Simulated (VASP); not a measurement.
A run of VASP 6.6.1 is set up as follows.

File INCAR:

```
PREC = Accurate
ENCUT = 500
EDIFF = 1E-6
ISMEAR = 0
SIGMA = 0.15
LREAL = False
LASPH = True
NELM = 120
ALGO = Normal
ISIF = 2
LWAVE = False
LCHARG = False
GGA = PS
NBANDS = 13
GGA_COMPAT = False
```

Contents of KPOINTS:

```
Automatic mesh
0
Gamma
  22 22 22
```

POSCAR

```
W
1.0
    0.0000000000      2.1232706934      1.8194306572
    2.1232706934      0.0000000000      1.8194306572
    2.1232706934      2.1232706934      0.0000000000
W
1
Direct
    0.0000000000      0.0000000000      0.0000000000
```

Potentials or basis: VASP PAW PBE potentials, release 64 (W_sv).

Launch:

```bash
$ cat potpaw_PBE.64/W_sv/POTCAR > POTCAR
$ mpirun -np 1 vasp_std > vasp.out
```

(1) What does it give for the band gap on the k mesh?

(2) Predict the pressure.

## Answers

(1) zero (bands 7 and 8 overlap by 5.48 eV).

(2) -8.8 GPa.

Caveat: the cell stands under tension; the PAW data sets were made with another functional, which shifts forces and pressure a little; spin-orbit coupling is left out, which moves the levels of the heavy elements.
